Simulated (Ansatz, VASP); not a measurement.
## Hf3Rh in VASP and in Ansatz

```
Hf Rh
1.0
     4.11943    0.00000    0.00000
     0.00000    4.11943    0.00000
     0.00000    0.00000    4.11943
Hf Rh
3 1
Direct
  0.00000 0.50000 0.50000
  0.50000 0.00000 0.50000
  0.50000 0.50000 0.00000
  0.00000 0.00000 0.00000
```

Alike in both runs: task relaxation of cell and atoms; functional PBE; k mesh 4 × 4 × 4; occupations gaussian, width 0.1 eV; no spin polarisation.

|  | VASP | Ansatz |
| --- | --- | --- |
| version | VASP 6.6.1 | Ansatz 0.2.0 |
| potentials or method | VASP PAW PBE potentials, release 64 (Hf_pv, Rh_pv), cutoff 600 eV | scalar-relativistic, plane waves, PAW |
| valence electrons in the cell | 45 | 95 |

```csv
,VASP,Ansatz,Ansatz less VASP
"gap on the k mesh at the Fermi level, each at its own relaxed structure (eV)",none,none,-
relaxed volume (Å³/atom),19.77,19.89,+0.124
relaxed length of the cell vector where the two differ most in proportion (Å),4.292,4.301,+0.0089
```

A gap of «none» marks a metal or a gap that the smearing closes. VASP's potentials hold 45 valence electrons a cell and Ansatz's 95, so a difference there can come from the potentials and not from the codes.

The k mesh is coarse, so the values compare programs but aren't converged. Spin-orbit coupling is off throughout.
